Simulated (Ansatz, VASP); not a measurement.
AgCl: VASP beside Ansatz

```
Ag Cl
1.0
     3.53380    0.00000    0.00000
     0.00000    3.53380    0.00000
     0.00000    0.00000    3.53380
Ag Cl
1 1
Direct
  0.00000 0.00000 0.00000
  0.50000 0.50000 0.50000
```

Alike in both runs: task single point; functional PBE; k mesh 10 × 10 × 10; occupations gaussian, width 0.05 eV; no spin polarisation.

|  | VASP | Ansatz |
| --- | --- | --- |
| version | VASP 6.6.1 | Ansatz 0.2.0 |
| potentials or method | VASP PAW PBE potentials, release 64 (Ag, Cl), cutoff 520 eV | scalar-relativistic, plane waves, PAW |
| valence electrons in the cell | 18 | 26 |

|  | VASP | Ansatz | Ansatz less VASP |
| --- | --- | --- | --- |
| gap on the k mesh at the Fermi level (eV) | 0.57 | 0.57 | +0.001 |
| least direct gap on the mesh (eV) | 1.81 | 1.81 | 0.000 |
| pressure (GPa) | -3.4 | -3.3 | +0.10 |

VASP's potentials hold 18 valence electrons a cell and Ansatz's 26, so a difference there can come from the potentials and not from the codes.
